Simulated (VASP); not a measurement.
Wanted: the native input for a VASP 6.6.1 run.

* Task: relaxation of shape and atoms at fixed volume
* Functional: PBE
* Potentials or basis: VASP PAW PBE potentials, release 64 (Ti_sv, O)
* Cutoff: 600 eV
* k mesh: 6 × 6 × 10
* Occupations: gaussian, width 0.02 eV
* Spin: no spin polarisation
* Dipole correction: no
* Further INCAR settings: ALGO = Normal; EDIFF = 1e-07; IBRION = 2; EDIFFG = -0.01; NSW = 50; ISIF = 4

The structure of TiO2 lies in POSCAR:

```
TiO2
1.0
    4.5377013023      0.0000000000      0.0000000000
    0.0000000000      4.5377013023      0.0000000000
    0.0000000000      0.0000000000      2.9171970810
Ti O
2 4
Direct
    0.0000000000      0.0000000000      0.0000000000
    0.5000000000      0.5000000000      0.5000000000
    0.3040074520      0.3040074520      0.0000000000
    0.1959925480      0.8040074520      0.5000000000
    0.6959925480      0.6959925480      0.0000000000
    0.8040074520      0.1959925480      0.5000000000
```

One way to write it, as run:

INCAR

```
ALGO = Normal
EDIFF = 1E-7
EDIFFG = -0.01
ENCUT = 600
GGA = PE
IBRION = 2
ISIF = 4
ISMEAR = 0
LASPH = True
LCHARG = False
LREAL = False
LWAVE = False
NELM = 60
NSW = 50
PREC = Accurate
SIGMA = 0.02
```

KPOINTS

```
k-points
0
Gamma
  6 6 10
```

Potentials or basis: VASP PAW PBE potentials, release 64 (Ti_sv, O).

The run is started by

```console
$ cat potpaw_PBE.64/Ti_sv/POTCAR potpaw_PBE.64/O/POTCAR > POTCAR
$ mpirun -np 1 vasp_std > vasp.out
```

Results of the run:

```
Energy gained by relaxing : 0.7 meV/atom
Ionic steps               : 4
Pressure after relaxing   : 15.2 GPa
Band gap on the k mesh    : 1.88 eV
```

Wall time 7.7 min on 1 thread of Intel Xeon 8259CL, on a shared host, peak memory 0.25 GiB.
